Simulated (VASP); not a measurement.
Set up this calculation in VASP 6.6.1, as the native input.

```yaml
Task: single point
Functional: PBE
Potentials_or_basis: VASP PAW PBE potentials, release 64 (Si)
Cutoff: 500 eV
k_mesh: 10 × 10 × 10
Occupations: fermi-dirac, width 0.02 eV
Spin: no spin polarisation
Dipole_correction: no
Further_INCAR_settings: ALGO = Normal; EDIFF = 1e-06; NBANDS = 11
```

The structure of Si lies in POSCAR:

```
Si
1.0
    0.0000000000      2.7576691254      2.7576691254
    2.7576691254      0.0000000000      2.7576691254
    2.7576691254      2.7576691254      0.0000000000
Si
2
Direct
    0.7500000000      0.7500000000      0.7500000000
    0.5000000000      0.5000000000      0.5000000000
```

One way to write it, as run:

INCAR

```
PREC     = Accurate       # precision mode
ENCUT    = 500            # plane-wave cutoff, eV
EDIFF    = 1E-6           # SCF threshold, eV
ISMEAR   = -1             # smearing method
SIGMA    = 0.02           # smearing width, eV
LREAL    = F              # projectors in reciprocal space
LASPH    = T              # aspherical terms in the spheres
NELM     = 120            # most SCF steps
ALGO     = Normal         # electronic algorithm
ISIF     = 2              # what is computed and relaxed
LWAVE    = F              # write WAVECAR
LCHARG   = T              # write CHGCAR
GGA      = PE             # functional
LELF     = T              # ELF
LVHAR    = T            
NBANDS   = 11             # bands
GGA_COMPAT= F
```

KPOINTS

```
Automatic mesh
0
Gamma
  10 10 10
```

Potentials or basis: VASP PAW PBE potentials, release 64 (Si).

Launch:

```sh
$ cat potpaw_PBE.64/Si/POTCAR > POTCAR
$ mpirun -np 1 vasp_std > vasp.out
```

It gave:

- Pressure: -2.1 GPa
- Band gap on the k mesh: 0.66 eV (least direct gap 2.53 eV)

It took 9.5 s on 1 thread of AMD EPYC 9R45 96-Core Processor (Zen 5), with other jobs on the host, peak memory 0.12 GiB.
